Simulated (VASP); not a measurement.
## Se: relaxation of cell and atoms with PBEsol

Crystal: Se.

```
Se
1.0
    -1.38663    1.38663    1.38663
     1.38663   -1.38663    1.38663
     1.38663    1.38663   -1.38663
Se
1
Direct
  0.00000 0.00000 0.00000
```

```json
{
  "Program": "VASP 6.6.1",
  "Task": "relaxation of cell and atoms",
  "Functional": "PBEsol",
  "Potentials or basis": "VASP PAW PBE potentials, release 64 (Se)",
  "Cutoff": "600 eV",
  "k mesh": "30 × 30 × 30",
  "Occupations": "gaussian, width 0.03 eV",
  "Spin": "no spin polarisation",
  "Target pressure": "185 GPa",
  "Dipole correction": "no",
  "Further INCAR settings": "ALGO = Normal; EDIFF = 1e-06; IBRION = 2; EDIFFG = -0.002; NSW = 100; ISIF = 3"
}
```

The relaxed volume is 10.73 Å³/atom, the relaxed cell is a = 2.407 Å, b = 2.407 Å, c = 2.407 Å, α = 109.47°, β = 109.47°, γ = 109.47° and the space group after relaxing (to 0.05 Å) is Im-3m (No. 229). The energy change on relaxing (the enthalpy is what falls) is -80.3 meV/atom and the ionic steps are 4. The pressure after relaxing is 185.0 GPa and the band gap on the k mesh is zero (band 3 reaches 23.84 eV, above the bottom of band 4 at 7.82 eV).

Step by step:
| step | energy change (eV) | largest force (eV/Å) | pressure (GPa) | volume (Å³) |
| --- | --- | --- | --- | --- |
| 1 | 0.0000 | 0.0000 | 189.67 | 10.66 |
| 2 | -0.5281 | 0.0000 | 159.01 | 11.15 |
| 3 | -0.0820 | 0.0000 | 184.95 | 10.73 |
| 4 | -0.0803 | 0.0000 | 185.02 | 10.73 |

Final structure:
```xyz
1
Lattice="-1.3896 1.3896 1.3896 1.3896 -1.3896 1.3896 1.3896 1.3896 -1.3896" Properties=species:S:1:pos:R:3 pbc="T T T"
Se    0.0000    0.0000    0.0000
```

Levels at points of the mesh, in eV from the Fermi level:
| k point | band 1 | band 2 | band 3 | band 4 | band 5 | band 6 | band 7 |
| --- | --- | --- | --- | --- | --- | --- | --- |
| (0.00, 0.00, 0.00) | -24.61 | 7.93 | 7.93 | 7.93 | 14.16 | 14.16 | 14.16 |
| (0.50, 0.00, 0.00) | -15.85 | -13.78 | 0.55 | 4.07 | 7.19 | 8.16 | 22.44 |
| (0.50, 0.50, 0.50) | -7.64 | -6.67 | -6.67 | -6.67 | -0.07 | -0.07 | 30.85 |

Run time: 55 s on 1 thread of Intel(R) Xeon(R) Platinum 8559C (Emerald Rapids), on a shared host, peak memory 0.19 GiB.

Caveat: the cell is relaxed towards a set pressure, so the enthalpy falls and the energy may rise; the PAW data sets were made with another functional, which shifts forces and pressure a little.
